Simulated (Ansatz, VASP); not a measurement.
## Ta in VASP and in Ansatz

```
CELL_PARAMETERS angstrom
5.48206 0.08367 0.48177
0.08012 5.37871 -0.38513
0.52133 -0.38281 7.61715
ATOMIC_POSITIONS crystal
Ta 0.56148 0.37374 0.80015
Ta 0.06146 0.54039 0.96680
Ta 0.06144 0.20702 0.63344
Ta 0.56146 0.04041 0.46682
Ta 0.81147 0.12374 0.05015
Ta 0.56145 0.70705 0.13345
Ta 0.81146 0.79039 0.71680
Ta 0.81144 0.45702 0.38343
Ta 0.31147 0.62376 0.55017
Ta 0.31145 0.95705 0.88345
Ta 0.06146 0.87372 0.30014
Ta 0.31147 0.29041 0.21682
```

Alike in both runs: task relaxation of cell and atoms; functional PBE; k mesh 4 × 4 × 3; occupations gaussian, width 0.1 eV; no spin polarisation.

|  | VASP | Ansatz |
| --- | --- | --- |
| version | VASP 6.6.1 | Ansatz 0.2.0 |
| potentials or method | VASP PAW PBE potentials, release 64 (Ta_pv), cutoff 600 eV | scalar-relativistic, plane waves, PAW |
| valence electrons in the cell | 132 | 156 |

VASP gave:

* gap on the k mesh at the Fermi level, each at its own relaxed structure (eV): none
* relaxed volume (Å³/atom): 18.30
* relaxed length of the cell vector where the two differ most in proportion (Å): 7.406

Task: What did Ansatz give for the same quantities?

Result: gap on the k mesh at the Fermi level, each at its own relaxed structure (eV): none; relaxed volume (Å³/atom): 18.28; relaxed length of the cell vector where the two differ most in proportion (Å): 7.399.

A gap of «none» marks a metal or a gap that the smearing closes. VASP's potentials hold 132 valence electrons a cell and Ansatz's 156, so a difference there can come from the potentials and not from the codes.

Neither program's run includes spin-orbit coupling.
